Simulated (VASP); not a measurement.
Input of a VASP 6.6.1 run:

INCAR

```
PREC = Accurate
ENCUT = 520
EDIFF = 1E-6
ISMEAR = 0
SIGMA = 0.1
LREAL = False
LASPH = True
NELM = 100
ALGO = Normal
ISIF = 2
LWAVE = False
LCHARG = False
GGA = CA
NBANDS = 36
```

KPOINTS

```
regular mesh
0
Gamma
  7 7 4
```

Contents of POSCAR:

```
Ge
1.0
    4.0951263279      0.0000000000      0.0000000000
   -2.0475631640      3.5464834011      0.0000000000
    0.0000000000      0.0000000000      6.7604015512
Ge
4
Direct
    0.6666666667      0.3333333333      0.0629010000
    0.3333333333      0.6666666667      0.5629010000
    0.6666666667      0.3333333333      0.4370990000
    0.3333333333      0.6666666667      0.9370990000
```

Potentials or basis: VASP PAW LDA potentials, release 64 (Ge_d).

The run is started by

```sh
$ cat potpaw_LDA.64/Ge_d/POTCAR > POTCAR
$ mpirun -np 1 vasp_std > vasp.out
```

(1) What does it give for the band gap on the k mesh?

(2) What does it give for the largest force?

(3) What does it give for the pressure?

Results:

(1) zero (band 28 reaches 3.87 eV, above the bottom of band 29 at 3.84 eV).

(2) 0.045 eV/Å.

(3) -5.6 GPa.
